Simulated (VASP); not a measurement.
## Rb: single point with RPBE

The system is Rb.

```xyz
3
Lattice="8.0199 0.0000 0.0000 -4.0100 6.9455 0.0000 0.0000 0.0000 4.7995" Properties=species:S:1:pos:R:3 pbc="T T T"
Rb    4.0100    6.9455    0.0000
Rb    0.0000    4.6303    2.3997
Rb    4.0100    2.3152    2.3997
```

This isn't the form of Rb at room conditions, which is bcc.

```yaml
Program: VASP 6.6.1
Task: single point
Functional: RPBE
Potentials_or_basis: VASP PAW PBE potentials, release 64 (Rb_sv)
Cutoff: 520 eV
k_mesh: 5 × 5 × 7
Occupations: fermi-dirac, width 0.1 eV
Spin: no spin polarisation
Dipole_correction: no
Further_INCAR_settings: ALGO = Normal; EDIFF = 1e-06; NBANDS = 20
```

```json
{"Pressure": "0.4 GPa", "Band gap on the k mesh": "zero (an odd number of electrons rules out a gap without spin polarisation)"}
```

Levels at points of the mesh, in eV from the Fermi level:
```
           k point  band 9  band 10  band 11  band 12  band 13  band 14  band 15  band 16  band 17  band 18
(0.00, 0.00, 0.00)  -13.03   -12.97   -12.97   -12.94    -1.98     1.06     1.06     1.07     1.07     1.17
```

Wall time 72 s on 1 thread of Oxide Virtual Turin-like Processor, on a shared host, peak memory 0.32 GiB.

Caveat: the PAW data sets were made with another functional, which shifts forces and pressure a little.
